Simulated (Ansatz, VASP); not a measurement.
## One calculation of Li12NO, two programs

```
Li N O
1.0
     5.94517    0.00000    0.00000
    -1.98172    5.60516    0.00000
     0.00000    0.00000   22.68313
Li N O
12 1 1
Direct
  0.25000 0.25000 0.17634
  0.25000 0.75000 0.17634
  0.75000 0.25000 0.17634
  0.75000 0.75000 0.17634
  0.00000 0.00000 0.27942
  0.00000 0.50000 0.27942
  0.50000 0.00000 0.27942
  0.50000 0.50000 0.27942
  0.25000 0.25000 0.38280
  0.25000 0.75000 0.38280
  0.75000 0.25000 0.38280
  0.75000 0.75000 0.38280
  0.91667 0.58333 0.44011
  0.00261 0.66928 0.48516
```

Alike in both runs: task single point; functional PBE; k mesh 5 × 5 × 1; occupations gaussian, width 0.1 eV; collinear spin.

|  | VASP | Ansatz |
| --- | --- | --- |
| version | VASP 6.6.1 | Ansatz 0.2.0 |
| potentials or method | VASP PAW PBE potentials, release 64 (Li_sv, N, O), cutoff 520 eV | scalar-relativistic, plane waves, PAW |
| valence electrons in the cell | 47 | 47 |

Ansatz gave:

```
gap on the k mesh at the Fermi level (eV)                     : none
rms of the force components (eV/Å)                            : 0.865
net moment per atom (μB)                                      : 0.10
size of the moment on the site where the two differ most (μB) : 0.28
```

**Question.** Estimate VASP's values.

**Answer.** gap on the k mesh at the Fermi level (eV): none; rms of the force components (eV/Å): 1.106; net moment per atom (μB): 0.10; size of the moment on the site where the two differ most (μB): 0.51.

Site moments also hang on the region over which each program counts them. Atom by atom the forces differ by 0.243 eV/Å (rms over components). A gap of «none» marks a metal or a gap that the smearing closes. The functional is the same, so the differences come from potentials, cutoffs and numerics.

Noted on VASP's run: the cutoff is short for stress, so the pressure is rough; the standard files for N, O and F lose accuracy on very short bonds.
